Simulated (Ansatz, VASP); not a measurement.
**BaZrO3 in VASP and in Ansatz**

```
Ba Zr O
1.0
     4.18066    0.00000    0.00000
     0.00000    4.18066    0.00000
     0.00000    0.00000    4.18066
Ba Zr O
1 1 3
Direct
  0.00000 0.00000 0.00000
  0.50000 0.50000 0.50000
  0.50000 0.00000 0.50000
  0.50000 0.50000 0.00000
  0.00000 0.50000 0.50000
```

Alike in both runs: functional PBEsol; k mesh 6 × 6 × 6; occupations gaussian, width 0.02 eV; no spin polarisation.

Ansatz relaxed the structure, and its values are those at the end. VASP's run is a single point on that final structure, the one shown.

```csv
,VASP,Ansatz
version,VASP 6.6.1,Ansatz 0.2.0
potentials or method,"VASP PAW PBE potentials, release 64 (Ba_sv, Zr_sv, O_h), cutoff 910 eV","scalar-relativistic, plane waves, PAW"
valence electrons in the cell,40,40
```

```csv
,VASP,Ansatz,Ansatz less VASP
gap on the k mesh at the Fermi level (eV),3.13,3.17,+0.047
least direct gap on the mesh (eV),3.34,3.36,+0.022
```

VASP's potentials were made for PBE, not for PBEsol.

Spin-orbit coupling is off throughout. Noted on VASP's run: the cutoff is short for stress, so the pressure is rough.
